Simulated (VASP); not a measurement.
# Au (P6_3/mmc) in VASP: further runs

Au is run at these levels: r2SCAN; tasks: single point.

All numbers are computed with VASP 6.6.1; they aren't measurements. Logs are shortened: lines on timing, memory, paths and dates and some standing lists are left out, and cuts for length are marked.

### Step 1. The cell of the first run

The structure is hexagonal, space group P6_3/mmc (No. 194). Conventional cell: a = 2.893 Å, b = 2.893 Å, c = 4.854 Å, α = 90.00°, β = 90.00°, γ = 120.00°. Within 3.8 Å of Au (site symmetry -6m2) lie 12 Au at 2.89 to 2.95 Å.

### Step 2. Single point, r2SCAN

Input file POSCAR:

```
Au
1.0
    2.8932228849      0.0000000000      0.0000000000
   -1.4466114425      2.5056045172      0.0000000000
    0.0000000000      0.0000000000      4.8535995775
Au
2
Direct
    0.3333333333      0.6666666667      0.7500000000
    0.6666666667      0.3333333333      0.2500000000
```

Input file INCAR.step1:

```
ALGO = Normal ; EDIFF = 1E-4
ENCUT = 520 ; GGA = PE
ISMEAR = 0 ; LASPH = T
LCHARG = F ; LREAL = F
LWAVE = T ; NBANDS = 18
NELM = 100 ; PREC = Accurate
SIGMA = 0.05
```

Input file INCAR.step2:

```
ALGO = Normal ; EDIFF = 1E-7
ENCUT = 520 ; ISIF = 2
ISMEAR = 0 ; ISTART = 1
LASPH = T ; LCHARG = T
LELF = T ; LMIXTAU = T
LREAL = F ; LVHAR = T
LWAVE = F ; METAGGA = R2SCAN
NBANDS = 18 ; NELM = 100
PREC = Accurate ; SIGMA = 0.05
```

Input file KPOINTS:

```
k-points
0
Gamma
  16 16 10
```

Potentials or basis: VASP PAW PBE potentials, release 64 (Au).

The run is started by

```bash
$ cat potpaw_PBE.64/Au/POTCAR > POTCAR
$ cp INCAR.step1 INCAR
$ mpirun -np 1 vasp_std > vasp.out
$ cp INCAR.step2 INCAR
$ mpirun -np 1 vasp_std > vasp.out
```

OUTCAR:

```text
EDIFF = 1E-7
   ENCUT = 520
   ISIF = 2
   ISMEAR = 0
   ISTART = 1
   LASPH = T
   LREAL = F
   METAGGA = R2SCAN
   NELM = 100
   PREC = Accurate

 ion  position               nearest neighbor table
   1  0.333  0.667  0.750-   2 2.95   2 2.95   2 2.95   2 2.95   2 2.95   2 2.95
   2  0.667  0.333  0.250-   1 2.95   1 2.95   1 2.95   1 2.95   1 2.95   1 2.95

  LATTYP: Found a hexagonal cell.
 ALAT       =     2.8932228849
 C/A-ratio  =     1.6775754135

  Lattice vectors:

 A1 = (   2.8932228849,   0.0000000000,   0.0000000000)
 A2 = (  -1.4466114425,   2.5056045172,   0.0000000000)
 A3 = (   0.0000000000,   0.0000000000,   4.8535995775)

Analysis of symmetry for initial positions (statically):
=====================================================================
 Subroutine PRICEL returns:
 Original cell was already a primitive cell.

 Routine SETGRP: Setting up the symmetry group for a
 hexagonal supercell.

 Subroutine GETGRP returns: Found 24 space group operations
 (whereof 12 operations were pure point group operations)
 out of a pool of 24 trial point group operations.

The static configuration has the point symmetry D_3d.
 The point group associated with its full space group is D_6h.

Analysis of symmetry for dynamics (positions and initial velocities):
=====================================================================
 Subroutine PRICEL returns:
 Original cell was already a primitive cell.

 Routine SETGRP: Setting up the symmetry group for a
 hexagonal supercell.

 Subroutine GETGRP returns: Found 24 space group operations
 (whereof 12 operations were pure point group operations)
 out of a pool of 24 trial point group operations.

The dynamic configuration has the point symmetry D_3d.
 The point group associated with its full space group is D_6h.

 Subroutine INISYM returns: Found 24 space group operations
 (whereof 12 operations are pure point group operations),
 and found     1 'primitive' translations

----------------------------------------------------------------------------------------

                                     Primitive cell

  volume of cell :      35.1851

  direct lattice vectors                    reciprocal lattice vectors
     2.893222885  0.000000000  0.000000000     0.345635314  0.199552642  0.000000000
    -1.446611443  2.505604517  0.000000000     0.000000000  0.399105283  0.000000000
     0.000000000  0.000000000  4.853599577     0.000000000  0.000000000  0.206032654

  length of vectors
     2.893222885  2.893222885  4.853599577     0.399105283  0.399105283  0.206032654

  position of ions in fractional coordinates (direct lattice)
     0.333333333  0.666666667  0.750000000
     0.666666667  0.333333333  0.250000000

  ion indices of the primitive-cell ions
   primitive index   ion index
                 1           1
                 2           2

----------------------------------------------------------------------------------------

 KPOINTS: k-points

Automatic generation of k-mesh.
 Grid dimensions read from file:
 generate k-points for:   16   16   10

 Generating k-lattice:

  Cartesian coordinates                     Fractional coordinates (reciprocal lattice)
     0.021602207  0.012472040  0.000000000     0.062500000  0.000000000  0.000000000
     0.000000000  0.024944080  0.000000000     0.000000000  0.062500000  0.000000000
     0.000000000  0.000000000  0.020603265     0.000000000  0.000000000  0.100000000

  Length of vectors
     0.024944080  0.024944080  0.020603265

  Shift w.r.t. Gamma in fractional coordinates (k-lattice)
     0.000000000  0.000000000  0.000000000

 Subroutine IBZKPT returns following result:
 ===========================================

 Found    180 irreducible k-points:

 Following reciprocal coordinates:
            Coordinates               Weight
  0.000000  0.000000  0.000000      1.000000
  0.062500  0.000000  0.000000      6.000000
  0.125000  0.000000  0.000000      6.000000
  0.187500  0.000000  0.000000      6.000000
  0.250000  0.000000  0.000000      6.000000
  0.312500  0.000000  0.000000      6.000000
[... 16 lines left out ...]
  0.187500  0.187500  0.000000      6.000000
  0.250000  0.187500  0.000000     12.000000
 [... further k-points ...]
   k-points           NKPTS =    180   k-points in BZ     NKDIM =    180   number of bands    NBANDS=     18
   number of dos      NEDOS =    301   number of ions     NIONS =      2
   total plane-waves  NPLWV =  20736
   dimension x,y,z NGX =    24 NGY =   24 NGZ =   36
   dimension x,y,z NGXF=    48 NGYF=   48 NGZF=   72
   ions per type =               2
   NGX,Y,Z   is equivalent  to a cutoff of  13.79, 13.79, 12.33 a.u.
   NGXF,Y,Z  is equivalent  to a cutoff of  27.58, 27.58, 24.66 a.u.
 SYSTEM =  unknown system
   PREC   = accura    normal or accurate (medium, high low for compatibility)
   ISTART =      1    job   : 0-new  1-cont  2-samecut
   ICHARG =      0    charge: 1-file 2-atom 10-const
   ISPIN  =      1    spin polarized calculation?
   LNONCOLLINEAR =      F non collinear calculations
   LSORBIT =      F    spin-orbit coupling
   LASPH  =      T    aspherical Exc in radial PAW
   ENCUT  =  520.0 eV  38.22 Ry    6.18 a.u.   5.38  5.38  9.02*2*pi/ulx,y,z
   NELM   =    100;   NELMIN=  2; NELMDL=  0     # of ELM steps
   EDIFF  = 0.1E-06   stopping-criterion for ELM
   LREAL  =      F    real-space projection
   EDIFFG = 0.1E-05   stopping-criterion for IOM
   NSW    =      0    number of steps for IOM
   IBRION =     -1    ionic relax: 0-MD 1-quasi-New 2-CG
   NFREE  =      0    steps in history (QN), initial steepest desc. (CG)
   ISIF   =      2    stress and relaxation
   ISYM   =      2    0-nonsym 1-usesym 2-fastsym
   POTIM  = 0.5000    time-step for ionic-motion
   TEBEG  =    0.0;   TEEND  =   0.0 temperature during run
   PSTRESS=    0.0 pullay stress
   NELECT =      22.0000    total number of electrons
   NUPDOWN=      -1.0000    fix difference up-down
   EMIN   =  10.00;   EMAX   =-10.00  energy-range for DOS
   EFERMI =   0.00;   METHOD = LEGACY
   ISMEAR =     0;   SIGMA  =   0.05  broadening in eV -4-tet -1-fermi 0-gaus
   EFERMI_NEDOS =   21; number of points for ismear=-14 and -15
   IALGO  =     38    algorithm
   IMIX   =      4    mixing-type and parameters
     AMIX     =   0.40;   BMIX     =  1.00
     AMIX_MAG =   1.60;   BMIX_MAG =  1.00
  volume/ion in A,a.u.               =      17.59       118.72
  Fermi-wavevector in a.u.,A,eV,Ry     =   1.399898  2.645423 26.663518  1.959713
  Thomas-Fermi vector in A             =   2.522912
   LORBIT       =      0    0 simple, 1 ext, 2 COOP (PROOUT), +10 PAW based schemes
   METAGGA = R2SCAN    functional components
   LHFCALC =     F    Hartree Fock is set to
   AEXX    =    0.0000 exact exchange contribution
   IVDW    =     0    specifies the selected vdW correction
   LEPSILON=     F    determine dielectric tensor
   LRPA    =     F    only Hartree local field effects (RPA)
 non-spin polarized calculation
 Gauss-broadening in eV      SIGMA  =   0.05
  energy-cutoff  :      520.00
  volume of cell :       35.19
 maximum number of plane-waves:       978
 NGX is ok and might be reduce to    24
   NGX = 11   NGY = 11   NGZ = 19

 number of electron      22.0000003 magnetization

 Free energy of the ion-electron system (eV)
  ---------------------------------------------------
  ext. energy  EPLUGINS =         0.00000000
  ---------------------------------------------------
  free energy    TOTEN  =      -101.17304679 eV

  energy without entropy =     -101.17226921  energy(sigma->0) =     -101.17265800

 E-fermi :   8.8241     XC(G=0): -13.3983

 val. band max:        8.7215916623   @ k =   0.3750   0.1250   0.2000
 cond. band min:       8.8380827162   @ k =   0.4375   0.0625   0.2000
 fundamental gap:      0.1164910540
 Fermi energy:         8.8240645770

 k-point     1 :       0.0000    0.0000    0.0000
  band No.  band energies     occupation
      1      -0.9381      2.00000
      2       1.4227      2.00000
      3       3.8642      2.00000
      4       4.1343      2.00000
      5       4.1343      2.00000
      6       4.4348      2.00000
[... 10 lines left out ...]
     17      27.7712      0.00000
     18      27.7712      0.00000

 k-point     2 :       0.0625    0.0000    0.0000
  band No.  band energies     occupation
      1      -0.8126      2.00000
      2       1.5252      2.00000
      3       3.8203      2.00000
      4       4.1713      2.00000
      5       4.2161      2.00000
      6       4.3924      2.00000
[... 10 lines left out ...]
     17      27.0722      0.00000
     18      27.3494      0.00000

 k-point     3 :       0.1250    0.0000    0.0000
  band No.  band energies     occupation
      1      -0.4470      2.00000
      2       1.8066      2.00000
      3       3.6929      2.00000
      4       4.2137      2.00000
      5       4.3799      2.00000
      6       4.4554      2.00000
[... 10 lines left out ...]
     17      25.9534      0.00000
     18      27.6872      0.00000

 k-point     4 :       0.1875    0.0000    0.0000
  band No.  band energies     occupation
      1       0.1205      2.00000
      2       2.1600      2.00000
      3       3.5801      2.00000
      4       4.0770      2.00000
      5       4.1449      2.00000
      6       4.6545      2.00000
[... 375 lines left out ...]
      4       4.0462      2.00000
      5       4.2915      2.00000
      6       4.6717      2.00000
[... 10 lines left out ...]
     17      21.0157      0.00000
     18      23.9235      0.00000

 k-point    23 :       0.1875    0.1875    0.0000
  band No.  band energies     occupation
      1       1.7889      2.00000
      2       2.9330      2.00000
      3       3.1509      2.00000
      4       3.1526      2.00000
      5       4.0416      2.00000
      6       4.1459      2.00000
[... 10 lines left out ...]
     17      24.3779      0.00000
     18      25.1067      0.00000

 k-point    24 :       0.2500    0.1875    0.0000
  band No.  band energies     occupation
      1       2.3242      2.00000
      2       2.8360      2.00000
      3       2.8735      2.00000
      4       3.4199      2.00000
      5       3.9382      2.00000
      6       4.3592      2.00000
[... 10 lines left out ...]
     17      23.3476      0.00000
     18      24.0937      0.00000

 [... further k-points ...]

------------------------ aborting loop because EDIFF is reached ----------------------------------------

  FORCE on cell =-STRESS in cart. coord.  units (eV):
  Direction    XX          YY          ZZ          XY          YZ          ZX
  --------------------------------------------------------------------------------------
  -------------------------------------------------------------------------------------
  Total        0.0687907      0.0687907      0.0388319     -0.0000000      0.0000000     -0.0000000
  in kB        3.1324363      3.1324363      1.7682402     -0.0000000      0.0000000     -0.0000000
  external PRESSURE =       2.6777043 kB  Pullay stress =       0.0000000 kB

 VOLUME and BASIS-vectors are now :
 -----------------------------------------------------------------------------
  energy-cutoff  :      520.00
  volume of cell :       35.19
      direct lattice vectors                 reciprocal lattice vectors
     2.893222885  0.000000000  0.000000000     0.345635314  0.199552642  0.000000000
    -1.446611443  2.505604517  0.000000000     0.000000000  0.399105283  0.000000000
     0.000000000  0.000000000  4.853599577     0.000000000  0.000000000  0.206032654

 POSITION                                       TOTAL-FORCE (eV/Angst)
 -----------------------------------------------------------------------------------
     -0.00000      1.67040      3.64020         0.000000      0.000000      0.000000
      1.44661      0.83520      1.21340        -0.000000      0.000000      0.000000
 -----------------------------------------------------------------------------------
    total drift:                                0.000000     -0.000000      0.000000

  FREE ENERGIE OF THE ION-ELECTRON SYSTEM (eV)
  ---------------------------------------------------
  free  energy   TOTEN  =      -101.1730467857 eV

  energy  without entropy=     -101.1722692133  energy(sigma->0) =     -101.17265800
```

Wall time 2.3 min (1 thread of Intel Xeon 6975P-C (Granite Rapids), shared host); peak memory 0.23 GiB.

Results:

* Free energy: -101.1730 eV
* Pressure: 0.3 GPa
* Band gap on the k mesh: zero (band 11 reaches 12.63 eV, above the bottom of band 12 at 5.98 eV)

Stress tensor (GPa, compression positive):
```
0.31 0.00 0.00
0.00 0.31 0.00
0.00 0.00 0.18
```

Caveat: the PAW data sets were made with another functional, which shifts forces and pressure a little; spin-orbit coupling is left out, which moves the levels of the heavy elements.

### Step 3. Single point, r2SCAN

This run uses another cell than the first one, of 18.09 Å³/atom, 1.028 times its volume.

Input file POSCAR:

```
Au
1.0
    2.9154642289      0.0000000000      0.0000000000
   -1.4577321144      2.5248660860      0.0000000000
    0.0000000000      0.0000000000      4.9145672545
Au
2
Direct
    0.3333333333      0.6666666667      0.7500000000
    0.6666666667      0.3333333333      0.2500000000
```

Input file INCAR.step1:

```
ALGO = Normal ; EDIFF = 1E-4
ENCUT = 520 ; GGA = PE
ISMEAR = 0 ; LASPH = True
LCHARG = False ; LREAL = False
LWAVE = True ; NBANDS = 18
NELM = 60 ; PREC = Accurate
SIGMA = 0.05
```

Input file INCAR.step2:

```
ALGO = Normal ; EDIFF = 1E-7
ENCUT = 520 ; ISIF = 2
ISMEAR = 0 ; ISTART = 1
LASPH = True ; LCHARG = False
LMIXTAU = True ; LREAL = False
LWAVE = False ; METAGGA = R2SCAN
NBANDS = 18 ; NELM = 60
PREC = Accurate ; SIGMA = 0.05
```

KPOINTS is that of step 2.

Potentials or basis: VASP PAW PBE potentials, release 64 (Au).

The run is started by

```bash
$ cat potpaw_PBE.64/Au/POTCAR > POTCAR
$ cp INCAR.step1 INCAR
$ mpirun -np 1 vasp_std > vasp.out
$ cp INCAR.step2 INCAR
$ mpirun -np 1 vasp_std > vasp.out
```

Wall time 2.4 min (1 thread of Intel Xeon 6975P-C (Granite Rapids), shared host); peak memory 0.23 GiB.

The run converged. Its results:

```
Free energy            : -101.1625 eV
Pressure               : -3.7 GPa
Band gap on the k mesh : zero (band 11 reaches 12.10 eV, above the bottom of band 12 at 5.60 eV)
```

Stress tensor (GPa, compression positive):
```
-3.59  0.00  0.00
 0.00 -3.59  0.00
 0.00  0.00 -3.77
```

Levels at points of the mesh, in eV from the Fermi level:
```csv
k point,band 7,band 8,band 9,band 10,band 11,band 12,band 13,band 14,band 15,band 16
"(0.00, 0.00, 0.00)",-4.29,-3.63,-3.63,-2.38,-2.38,-0.75,2.38,15.44,16.36,17.51
"(0.50, 0.00, 0.00)",-3.59,-2.18,-2.06,-1.89,0.40,1.48,5.83,7.19,7.39,10.69
"(0.00, 0.00, 0.50)",-4.60,-4.60,-2.81,-2.81,-2.81,-2.81,10.60,10.60,15.68,15.68
"(0.50, 0.00, 0.50)",-2.52,-2.52,-1.96,-1.96,0.69,0.69,3.78,3.78,13.51,13.51
```

Caveat: the PAW data sets were made with another functional, which shifts forces and pressure a little; spin-orbit coupling is left out, which moves the levels of the heavy elements.
